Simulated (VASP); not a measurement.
# SnO (zincblende type) (F-43m) in VASP: further runs

The runs below take SnO (zincblende type) through electric field gradients, with PBE, PBEsol.

All numbers are computed with VASP 6.6.1; they aren't measurements. Logs are shortened: lines on timing, memory, paths and dates and some standing lists are left out, and cuts for length are marked.

## (1) The cell of the first run

It takes space group F-43m (No. 216, cubic). Conventional cell: a = 5.511 Å, b = 5.511 Å, c = 5.511 Å, α = 90.00°, β = 90.00°, γ = 90.00°. Within 3.2 Å of Sn (site symmetry -43m) lie 4 O at 2.39 Å. Within 3.2 Å of O (site symmetry -43m) lie 4 Sn at 2.39 Å.

## (2) Electric field gradients, PBE (volume scaled by 1.02)

INCAR reads:

```
  PREC = Accurate
  ENCUT = 520
  EDIFF = 1E-8
  ISMEAR = -1
  SIGMA = 0.08
  LREAL = False
  LASPH = True
  NELM = 60
  ALGO = Normal
  ISIF = 2
  LWAVE = False
  LCHARG = False
  GGA = PE
  LEFG = True
  NBANDS = 17
```

KPOINTS reads:

```
regular mesh
0
Gamma
  12 12 12
```

POSCAR reads:

```
SnO
1.0
    0.0000000000      2.7557244609      2.7557244609
    2.7557244609      0.0000000000      2.7557244609
    2.7557244609      2.7557244609      0.0000000000
Sn O
1 1
Direct
    0.0000000000      0.0000000000      0.0000000000
    0.2500000000      0.2500000000      0.2500000000
```

Potentials or basis: VASP PAW PBE potentials, release 64 (Sn_d, O).

The run is started by

```
$ cat potpaw_PBE.64/Sn_d/POTCAR potpaw_PBE.64/O/POTCAR > POTCAR
$ mpirun -np 1 vasp_std > vasp.out
```

OUTCAR:

```text
PREC = Accurate
   ENCUT = 520
   EDIFF = 1E-8
   ISMEAR = -1
   LREAL = False
   LASPH = True
   NELM = 60
   ISIF = 2
   GGA = PE

 ion  position               nearest neighbor table
   1  0.000  0.000  0.000-   2 2.39   2 2.39   2 2.39   2 2.39
   2  0.250  0.250  0.250-   1 2.39   1 2.39   1 2.39   1 2.39

  LATTYP: Found a face centered cubic cell.
 ALAT       =     5.5114489218

  Lattice vectors:

 A1 = (   0.0000000000,   2.7557244609,   2.7557244609)
 A2 = (   2.7557244609,   0.0000000000,   2.7557244609)
 A3 = (   2.7557244609,   2.7557244609,   0.0000000000)

Analysis of symmetry for initial positions (statically):
[... 5 lines left out ...]
 face centered cubic supercell.

 Subroutine GETGRP returns: Found 24 space group operations
 (whereof 24 operations were pure point group operations)
 out of a pool of 48 trial point group operations.

The static configuration has the point symmetry T_d .

Analysis of symmetry for dynamics (positions and initial velocities):
[... 5 lines left out ...]
 face centered cubic supercell.

 Subroutine GETGRP returns: Found 24 space group operations
 (whereof 24 operations were pure point group operations)
 out of a pool of 48 trial point group operations.

The dynamic configuration has the point symmetry T_d .

 Subroutine INISYM returns: Found 24 space group operations
 (whereof 24 operations are pure point group operations),
 and found     1 'primitive' translations

----------------------------------------------------------------------------------------

                                     Primitive cell

  volume of cell :      41.8540

  direct lattice vectors                    reciprocal lattice vectors
     0.000000000  2.755724461  2.755724461    -0.181440491  0.181440491  0.181440491
     2.755724461  0.000000000  2.755724461     0.181440491 -0.181440491  0.181440491
     2.755724461  2.755724461  0.000000000     0.181440491  0.181440491 -0.181440491

  length of vectors
     3.897182907  3.897182907  3.897182907     0.314264149  0.314264149  0.314264149

  position of ions in fractional coordinates (direct lattice)
     0.000000000  0.000000000  0.000000000
     0.250000000  0.250000000  0.250000000

  ion indices of the primitive-cell ions
   primitive index   ion index
                 1           1
                 2           2

----------------------------------------------------------------------------------------

 KPOINTS: regular mesh

Automatic generation of k-mesh.
 Grid dimensions read from file:
 generate k-points for:   12   12   12

 Generating k-lattice:

  Cartesian coordinates                     Fractional coordinates (reciprocal lattice)
    -0.015120041  0.015120041  0.015120041     0.083333333  0.000000000  0.000000000
     0.015120041 -0.015120041  0.015120041     0.000000000  0.083333333  0.000000000
     0.015120041  0.015120041 -0.015120041     0.000000000  0.000000000  0.083333333

  Length of vectors
     0.026188679  0.026188679  0.026188679

  Shift w.r.t. Gamma in fractional coordinates (k-lattice)
     0.000000000  0.000000000  0.000000000

 Subroutine IBZKPT returns following result:
 ===========================================

 Found     72 irreducible k-points:

 Following reciprocal coordinates:
            Coordinates               Weight
  0.000000  0.000000  0.000000      1.000000
  0.083333  0.000000  0.000000      8.000000
  0.166667  0.000000  0.000000      8.000000
  0.250000  0.000000  0.000000      8.000000
  0.333333  0.000000  0.000000      8.000000
  0.416667  0.000000  0.000000      8.000000
[... 16 lines left out ...]
  0.500000  0.166667  0.000000     24.000000
 -0.416667  0.166667  0.000000     24.000000
 [... further k-points ...]
   k-points           NKPTS =     72   k-points in BZ     NKDIM =     72   number of bands    NBANDS=     17
   number of dos      NEDOS =    301   number of ions     NIONS =      2
   total plane-waves  NPLWV =  27000
   dimension x,y,z NGX =    30 NGY =   30 NGZ =   30
   dimension x,y,z NGXF=    60 NGYF=   60 NGZF=   60
   ions per type =               1   1
   NGX,Y,Z   is equivalent  to a cutoff of  12.80, 12.80, 12.80 a.u.
   NGXF,Y,Z  is equivalent  to a cutoff of  25.59, 25.59, 25.59 a.u.
 SYSTEM =  unknown system
   PREC   = accura    normal or accurate (medium, high low for compatibility)
   ISTART =      0    job   : 0-new  1-cont  2-samecut
   ICHARG =      2    charge: 1-file 2-atom 10-const
   ISPIN  =      1    spin polarized calculation?
   LNONCOLLINEAR =      F non collinear calculations
   LSORBIT =      F    spin-orbit coupling
   LASPH  =      T    aspherical Exc in radial PAW
   ENCUT  =  520.0 eV  38.22 Ry    6.18 a.u.   7.25  7.25  7.25*2*pi/ulx,y,z
   NELM   =     60;   NELMIN=  2; NELMDL= -5     # of ELM steps
   EDIFF  = 0.1E-07   stopping-criterion for ELM
   LREAL  =      F    real-space projection
   EDIFFG = 0.1E-06   stopping-criterion for IOM
   NSW    =      0    number of steps for IOM
   IBRION =     -1    ionic relax: 0-MD 1-quasi-New 2-CG
   NFREE  =      0    steps in history (QN), initial steepest desc. (CG)
   ISIF   =      2    stress and relaxation
   ISYM   =      2    0-nonsym 1-usesym 2-fastsym
   POTIM  = 0.5000    time-step for ionic-motion
   TEBEG  =    0.0;   TEEND  =   0.0 temperature during run
   PSTRESS=    0.0 pullay stress
   NELECT =      20.0000    total number of electrons
   NUPDOWN=      -1.0000    fix difference up-down
   EMIN   =  10.00;   EMAX   =-10.00  energy-range for DOS
   EFERMI =   0.00;   METHOD = LEGACY
   ISMEAR =    -1;   SIGMA  =   0.08  broadening in eV -4-tet -1-fermi 0-gaus
   EFERMI_NEDOS =   21; number of points for ismear=-14 and -15
   IALGO  =     38    algorithm
   IMIX   =      4    mixing-type and parameters
     AMIX     =   0.40;   BMIX     =  1.00
     AMIX_MAG =   1.60;   BMIX_MAG =  1.00
  volume/ion in A,a.u.               =      20.93       141.22
  Fermi-wavevector in a.u.,A,eV,Ry     =   1.279889  2.418640 22.287926  1.638116
  Thomas-Fermi vector in A             =   2.412349
   LORBIT       =      0    0 simple, 1 ext, 2 COOP (PROOUT), +10 PAW based schemes
   GGA     = PE    functional components
   LHFCALC =     F    Hartree Fock is set to
   AEXX    =    0.0000 exact exchange contribution
   IVDW    =     0    specifies the selected vdW correction
   LEPSILON=     F    determine dielectric tensor
   LRPA    =     F    only Hartree local field effects (RPA)
 non-spin polarized calculation
  energy-cutoff  :      520.00
  volume of cell :       41.85
 maximum number of plane-waves:      1158
 NGX is ok and might be reduce to    30
   NGX = 15   NGY = 15   NGZ = 15

 number of electron      19.9999994 magnetization

 Free energy of the ion-electron system (eV)
  ---------------------------------------------------
  ext. energy  EPLUGINS =         0.00000000
  ---------------------------------------------------
  free energy    TOTEN  =       -10.45982206 eV

  energy without entropy =      -10.45131360  energy(sigma->0) =      -10.45556783

 E-fermi :   5.4694     XC(G=0):  -9.3957

 val. band max:        5.4317562057   @ k =  -0.3333   0.5000   0.1667
 cond. band min:       5.4756607083   @ k =  -0.2500   0.5000   0.2500
 fundamental gap:      0.0439045026
 Fermi energy:         5.4693707974

 k-point     1 :       0.0000    0.0000    0.0000
  band No.  band energies     occupation
      1     -16.1709      2.00000
      2     -16.1709      2.00000
      3     -16.1709      2.00000
      4     -16.1368      2.00000
      5     -16.1368      2.00000
      6     -13.0273      2.00000
[... 9 lines left out ...]
     16      16.8581      0.00000
     17      16.8581      0.00000

 k-point     2 :       0.0833    0.0000    0.0000
  band No.  band energies     occupation
      1     -16.1771      2.00000
      2     -16.1691      2.00000
      3     -16.1691      2.00000
      4     -16.1367      2.00000
      5     -16.1367      2.00000
      6     -12.9948      2.00000
[... 9 lines left out ...]
     16      16.5357      0.00000
     17      16.5357      0.00000

 k-point     3 :       0.1667    0.0000    0.0000
  band No.  band energies     occupation
      1     -16.1941      2.00000
      2     -16.1651      2.00000
      3     -16.1651      2.00000
      4     -16.1358      2.00000
      5     -16.1358      2.00000
      6     -12.9049      2.00000
[... 392 lines left out ...]
 k-point    23 :       0.5000    0.1667    0.0000
  band No.  band energies     occupation
      1     -16.2668      2.00000
      2     -16.1585      2.00000
      3     -16.1509      2.00000
      4     -16.1289      2.00000
      5     -16.1184      2.00000
      6     -12.4722      2.00000
[... 9 lines left out ...]
     16      17.0927      0.00000
     17      18.6866      0.00000

 k-point    24 :      -0.4167    0.1667    0.0000
  band No.  band energies     occupation
      1     -16.2661      2.00000
      2     -16.1594      2.00000
      3     -16.1515      2.00000
      4     -16.1255      2.00000
      5     -16.1218      2.00000
      6     -12.4621      2.00000
[... 9 lines left out ...]
     16      16.5158      0.00000
     17      18.9376      0.00000

 [... further k-points ...]
[... 5 lines left out ...]
  --------------------------------------------------------------------------------------
  -------------------------------------------------------------------------------------
  Total       -0.2862328     -0.2862328     -0.2862328     -0.0000000     -0.0000000     -0.0000000
  in kB      -10.9570230    -10.9570230    -10.9570230     -0.0000000     -0.0000000     -0.0000000
  external PRESSURE =     -10.9570230 kB  Pullay stress =       0.0000000 kB

 VOLUME and BASIS-vectors are now :
 -----------------------------------------------------------------------------
  energy-cutoff  :      520.00
  volume of cell :       41.85
      direct lattice vectors                 reciprocal lattice vectors
     0.000000000  2.755724461  2.755724461    -0.181440491  0.181440491  0.181440491
     2.755724461  0.000000000  2.755724461     0.181440491 -0.181440491  0.181440491
     2.755724461  2.755724461  0.000000000     0.181440491  0.181440491 -0.181440491

 POSITION                                       TOTAL-FORCE (eV/Angst)
 -----------------------------------------------------------------------------------
      0.00000      0.00000      0.00000         0.000000      0.000000      0.000000
      1.37786      1.37786      1.37786        -0.000000     -0.000000     -0.000000
 -----------------------------------------------------------------------------------
    total drift:                               -0.000000     -0.000000     -0.000000

  FREE ENERGIE OF THE ION-ELECTRON SYSTEM (eV)
  ---------------------------------------------------
  free  energy   TOTEN  =       -10.4598220614 eV

  energy  without entropy=      -10.4513135964  energy(sigma->0) =      -10.45556783

 Electric field gradients (V/A^2)
---------------------------------------------------------------------
 ion       V_xx      V_yy      V_zz      V_xy      V_xz      V_yz
---------------------------------------------------------------------
   1      -0.000     0.000     0.000     0.002     0.002     0.002
   2       0.000    -0.000    -0.000    -0.001    -0.001    -0.001
---------------------------------------------------------------------

 Electric field gradients after diagonalization (V/A^2)
 (convention: |V_zz| > |V_xx| > |V_yy|)
----------------------------------------------------------------------
 ion       V_xx      V_yy      V_zz     asymmetry (V_yy - V_xx)/ V_zz
----------------------------------------------------------------------
   1      -0.002    -0.002     0.004       0.000
   2       0.001     0.001    -0.001       0.000
----------------------------------------------------------------------

           NMR quadrupolar parameters

 Cq : quadrupolar parameter    Cq=e*Q*V_zz/h
 eta: asymmetry parameters     (V_yy - V_xx)/ V_zz
 Q  : nuclear electric quadrupole moment in mb (millibarn)
----------------------------------------------------------------------
 ion       Cq(MHz)       eta       Q (mb)
----------------------------------------------------------------------
   1       0.000       0.000       1.000
   2      -0.000       0.000       1.000
----------------------------------------------------------------------
```

It took 70 s on 1 thread of Intel Xeon 6975P-C, shared host; peak memory 0.2 GiB.

Results:

* Free energy: -10.4598 eV
* Pressure: -1.1 GPa
* Band gap on the k mesh: zero (band 10 reaches 5.48 eV, above the bottom of band 11 at 5.29 eV)

Caveat: without QUAD_EFG the Cq values of the log hold for a quadrupole moment of 1 mb, not for the nuclei; spin-orbit coupling is left out, which moves the levels of the heavy elements.

(Continued in part 2 of 2.)
